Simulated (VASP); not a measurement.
Au:

```xyz
2
Lattice="0.0000 2.7470 2.7470 2.7470 0.0000 2.7470 2.7470 2.7470 0.0000" Properties=species:S:1:pos:R:3 pbc="T T T"
Au    2.7470    2.7470    2.7470
Au    4.1205    4.1205    4.1205
```

This isn't the form of Au at room conditions, which is fcc.

- Program: VASP 6.6.1
- Task: relaxation of cell and atoms
- Functional: r2SCAN
- Potentials or basis: VASP PAW PBE potentials, release 64 (Au)
- Cutoff: 600 eV
- k mesh: 6 × 6 × 6
- Occupations: gaussian, width 0.1 eV
- Spin: no spin polarisation

At the start: pressure 45.9 GPa; volume 20.73 Å³/atom.

Problem. How do energy, volume and symmetry change on relaxing?

Solution. Over 5 steps the energy falls by 761.7 meV/atom and the volume is 28.19 Å³/atom (+36.0 %); space group Fd-3m (No. 227, to 0.1 Å) before and after.

The path:
```tsv
step	energy change (eV)	largest force (eV/Å)	pressure (GPa)	volume (Å³)
1	0.0000	0.0000	45.90	41.46
2	-0.1959	0.0000	-8.11	88.28
3	-1.5137	0.0000	-1.74	58.14
4	-1.5213	0.0000	-0.84	57.21
5	-1.5234	0.0000	0.03	56.39
```

Final structure:
```xyz
2
Lattice="0.0000 3.0436 3.0436 3.0436 0.0000 3.0436 3.0436 3.0436 0.0000" Properties=species:S:1:pos:R:3 pbc="T T T"
Au    3.0436    3.0436    3.0436
Au    4.5654    4.5654    4.5654
```

Caveat: the volume moved by over 15 % at a fixed basis, so the end points are rough; the PAW data sets were made with another functional, which shifts forces and pressure a little.
